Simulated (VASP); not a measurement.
The system is Co.

```xyz
2
Lattice="2.4727 0.0000 0.0000 -1.2363 2.1414 0.0000 0.0000 0.0000 4.0144" Properties=species:S:1:pos:R:3 pbc="T T T"
Co    0.0000    1.4276    3.0108
Co    1.2363    0.7138    1.0036
```

Base run:

```yaml
Program: VASP 6.6.1
Functional: r2SCAN
Potentials_or_basis: VASP PAW PBE potentials, release 64 (Co)
Cutoff: 520 eV
k_mesh: 20 × 20 × 10
Occupations: gaussian, width 0.05 eV
Spin: collinear spin, ferromagnetic start
Starting_moments: "[0.5, 0.5] μB"
```

Its results: pressure -0.1 GPa; net moment 3.49 μB per cell; site moments Co +1.81 μB.

Task: The run is repeated on the same cell with these changes: spin from collinear spin, ferromagnetic start to collinear spin, antiferromagnetic start; moments at the start from [0.5, 0.5] to [1.5, -1.5]. What comes out?

Result: Pressure 5.7 GPa; net moment 0.00 μB per cell; site moments Co +1.72, -1.72 μB.

Caveats: the PAW data sets were made with another functional, which shifts forces and pressure a little; the cell stands under pressure (at least some runs).
